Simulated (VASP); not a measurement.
SrTiO3:

```
CELL_PARAMETERS angstrom
-2.76116 2.76116 3.92263
2.76116 -2.76116 3.92263
2.76116 2.76116 -3.92263
ATOMIC_POSITIONS crystal
Sr 0.75000 0.25000 0.50000
Sr 0.25000 0.75000 0.50000
Ti 0.00000 0.00000 0.00000
Ti 0.50000 0.50000 0.00000
O 0.77096 0.27096 0.04191
O 0.27096 0.22904 0.50000
O 0.72904 0.77096 0.50000
O 0.22904 0.72904 0.95809
O 0.75000 0.75000 0.00000
O 0.25000 0.25000 0.00000
```

```yaml
Program: VASP 6.6.1
Task: relaxation of cell and atoms
Functional: PBE
Potentials_or_basis: VASP PAW PBE potentials, release 64 (Sr_sv, Ti_sv, O)
Cutoff: 600 eV
k_mesh: 6 × 6 × 6
Occupations: fermi-dirac, width 0.02 eV
Spin: no spin polarisation
```

At the start: pressure 3.6 GPa; volume 11.96 Å³/atom.

Question: How do energy, volume and symmetry change on relaxing?

Answer: Over 3 steps the energy falls by 2.8 meV/atom and the volume is 12.22 Å³/atom (+2.1 %); space group I4/mcm (No. 140, to 0.1 Å) before and after.

Step by step:
```tsv
step	energy change (eV)	largest force (eV/Å)	pressure (GPa)	volume (Å³)
1	0.0000	0.0104	3.63	119.63
2	-0.0074	0.0115	-2.95	124.37
3	-0.0283	0.0018	-0.03	122.15
```

Final structure:
```
Sr Ti O
1.0
    -2.78048    2.78048    3.95010
     2.78048   -2.78048    3.95010
     2.78048    2.78048   -3.95010
Sr Ti O
2 2 6
Cartesian
  0.0000 2.7805 1.9751
  2.7805 0.0000 1.9751
  0.0000 0.0000 0.0000
  0.0000 0.0000 3.9501
  -1.2735 1.5070 3.9501
  1.2735 1.5070 0.0000
  1.5070 1.2735 3.9501
  4.0540 1.2735 0.0000
  0.0000 0.0000 5.9252
  0.0000 0.0000 1.9751
```
